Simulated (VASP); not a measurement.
# TiTe (P6_3/mmc) in VASP: further runs, part 3 of 3

VASP 6.6.1.

## 5. Single point, PBEsol (volume scaled by 1.03, then relaxed in part)

INCAR reads:

```
PREC = Accurate ; ENCUT = 520
EDIFF = 1E-6 ; ISMEAR = 0
SIGMA = 0.1 ; LREAL = F
LASPH = T ; NELM = 60
ALGO = Normal ; ISIF = 2
LWAVE = F ; LCHARG = F
GGA = PS ; NBANDS = 26
```

KPOINTS reads:

```
regular mesh
0
Gamma
  12 12 8
```

POSCAR reads:

```
TiTe
1.0
    3.6583854684      0.0000000000      0.0000000000
   -1.8291927342      3.1682547525      0.0000000000
    0.0000000000      0.0000000000      7.2446362473
Ti Te
2 2
Direct
    0.0000000000      0.0000000000      0.0000000000
    0.0000000000      0.0000000000      0.5000000000
    0.3333333333      0.6666666667      0.2500000000
    0.6666666667      0.3333333333      0.7500000000
```

Potentials or basis: VASP PAW PBE potentials, release 64 (Ti_sv, Te).

On the command line:

```bash
> cat potpaw_PBE.64/Ti_sv/POTCAR potpaw_PBE.64/Te/POTCAR > POTCAR
> mpirun -np 1 vasp_std > vasp.out
```

OUTCAR:

```text
PREC = Accurate
   ENCUT = 520
   EDIFF = 1E-6
   ISMEAR = 0
   LREAL = F
   LASPH = T
   NELM = 60
   ISIF = 2
   GGA = PS

 ion  position               nearest neighbor table
   1  0.000  0.000  0.000-   3 2.78   4 2.78   4 2.78   3 2.78   4 2.78   3 2.78
   2  0.000  0.000  0.500-   3 2.78   4 2.78   4 2.78   3 2.78   4 2.78   3 2.78
   3  0.333  0.667  0.250-   1 2.78   2 2.78   1 2.78   2 2.78   1 2.78   2 2.78
   4  0.667  0.333  0.750-   1 2.78   2 2.78   1 2.78   2 2.78   1 2.78   2 2.78

[... 899 lines left out ...]
  Direction    XX          YY          ZZ          XY          YZ          ZX
  --------------------------------------------------------------------------------------
  -------------------------------------------------------------------------------------
  Total       -1.3181306     -1.3181306     -1.2970932      0.0000000     -0.0000000      0.0000000
  in kB      -25.1502837    -25.1502837    -24.7488846      0.0000000     -0.0000000      0.0000000
  external PRESSURE =     -25.0164840 kB  Pullay stress =       0.0000000 kB

 VOLUME and BASIS-vectors are now :
 -----------------------------------------------------------------------------
  energy-cutoff  :      520.00
  volume of cell :       83.97
      direct lattice vectors                 reciprocal lattice vectors
     3.658385468  0.000000000  0.000000000     0.273344624  0.157815592  0.000000000
    -1.829192734  3.168254753  0.000000000     0.000000000  0.315631184  0.000000000
     0.000000000  0.000000000  7.244636247     0.000000000  0.000000000  0.138033155

 POSITION                                       TOTAL-FORCE (eV/Angst)
 -----------------------------------------------------------------------------------
      0.00000      0.00000      0.00000         0.000000      0.000000      0.000000
      0.00000      0.00000      3.62232         0.000000      0.000000      0.000000
     -0.00000      2.11217      1.81116         0.000000     -0.000000      0.000000
      1.82919      1.05608      5.43348        -0.000000      0.000000     -0.000000
 -----------------------------------------------------------------------------------
    total drift:                               -0.000000      0.000000      0.000000

  FREE ENERGIE OF THE ION-ELECTRON SYSTEM (eV)
  ---------------------------------------------------
  free  energy   TOTEN  =       -26.4752796727 eV

  energy  without entropy=      -26.4598230720  energy(sigma->0) =      -26.46755137
```

Run time: 3.5 min. Hardware: 1 thread of AMD EPYC 7R43 (Zen 3), shared host; peak memory 0.28 GiB.

Results:

| Property | Result |
| --- | --- |
| Free energy | -26.4753 eV |
| Pressure | -2.5 GPa |
| Band gap on the k mesh | zero (band 18 reaches 9.75 eV, above the bottom of band 19 at 9.55 eV) |

Levels at points of the mesh, in eV from the Fermi level:
| k point | band 15 | band 16 | band 17 | band 18 | band 19 | band 20 | band 21 | band 22 |
| --- | --- | --- | --- | --- | --- | --- | --- | --- |
| (0.00, 0.00, 0.00) | -1.69 | -0.15 | -0.15 | -0.01 | -0.01 | 0.05 | 0.05 | 0.75 |
| (0.50, 0.00, 0.00) | -3.16 | -2.03 | -1.56 | -0.79 | 0.43 | 1.23 | 1.36 | 1.43 |
| (0.00, 0.00, 0.50) | -1.86 | -1.86 | 0.05 | 0.05 | 0.26 | 0.26 | 0.26 | 0.26 |
| (0.50, 0.00, 0.50) | -2.72 | -2.72 | -1.06 | -1.06 | 1.29 | 1.29 | 1.34 | 1.34 |

Caveat: the PAW data sets were made with another functional, which shifts forces and pressure a little; spin-orbit coupling is left out, which moves the levels of the heavy elements.

## 6. Single point, PBEsol (volume scaled by 1.06, then relaxed in part)

INCAR reads:

```
PREC = Accurate ; ENCUT = 520
EDIFF = 1E-7 ; ISMEAR = 0
SIGMA = 0.1 ; LREAL = False
LASPH = True ; NELM = 60
ALGO = Normal ; ISIF = 2
LWAVE = False ; LCHARG = False
GGA = PS ; NBANDS = 26
```

KPOINTS is that of step 5.

POSCAR reads:

```
TiTe
1.0
    3.7066875544      0.0000000000      0.0000000000
   -1.8533437772      3.2100855860      0.0000000000
    0.0000000000      0.0000000000      7.2626011140
Ti Te
2 2
Direct
    0.0000000000      0.0000000000      0.0000000000
    0.0000000000      0.0000000000      0.5000000000
    0.3333333333      0.6666666667      0.2500000000
    0.6666666667      0.3333333333      0.7500000000
```

Potentials or basis: VASP PAW PBE potentials, release 64 (Ti_sv, Te).

On the command line:

```bash
> cat potpaw_PBE.64/Ti_sv/POTCAR potpaw_PBE.64/Te/POTCAR > POTCAR
> mpirun -np 1 vasp_std > vasp.out
```

Wall time 5.4 min (1 thread of AMD EPYC 7R43 (Zen 3), shared host); peak memory 0.28 GiB.

Results (log left out):

```
Free energy            : -26.4200 eV
Pressure               : -4.7 GPa
Band gap on the k mesh : zero (band 18 reaches 9.38 eV, above the bottom of band 19 at 9.15 eV)
```

Levels at points of the mesh, in eV from the Fermi level:
```
           k point  band 15  band 16  band 17  band 18  band 19  band 20  band 21  band 22
(0.00, 0.00, 0.00)    -1.60    -0.16    -0.16    -0.09    -0.09    -0.03    -0.03     0.73
(0.50, 0.00, 0.00)    -3.14    -2.09    -1.50    -0.72     0.41     1.15     1.28     1.41
(0.00, 0.00, 0.50)    -1.90    -1.90     0.07     0.07     0.24     0.24     0.24     0.24
(0.50, 0.00, 0.50)    -2.72    -2.72    -1.00    -1.00     1.21     1.21     1.29     1.29
```

Caveat: the PAW data sets were made with another functional, which shifts forces and pressure a little; spin-orbit coupling is left out, which moves the levels of the heavy elements.

## 7. Overview

```tsv
cell	gap on the mesh (eV)	pressure (GPa)
a = 3.512, b = 3.512, c = 7.176 Å, angles 90.0, 90.0, 120.0°, 4 atoms	none	6.9
a = 3.561, b = 3.561, c = 7.201 Å, angles 90.0, 90.0, 120.0°, 4 atoms	none	3.2
a = 3.610, b = 3.610, c = 7.224 Å, angles 90.0, 90.0, 120.0°, 4 atoms	none	0.1
a = 3.658, b = 3.658, c = 7.245 Å, angles 90.0, 90.0, 120.0°, 4 atoms	none	-2.5
a = 3.707, b = 3.707, c = 7.263 Å, angles 90.0, 90.0, 120.0°, 4 atoms	none	-4.7
```

Alike in all rows: task single point; level PBEsol; potentials or basis VASP PAW PBE potentials, release 64 (Ti_sv, Te); no spin polarisation; k mesh 12 × 12 × 8; cutoff (eV) 520; smearing gaussian 0.1 eV.

Caveats: the PAW data sets were made with another functional, which shifts forces and pressure a little; spin-orbit coupling is left out, which moves the levels of the heavy elements.

Total energies depend on the potentials used, so only differences within one code and one set of settings carry meaning.
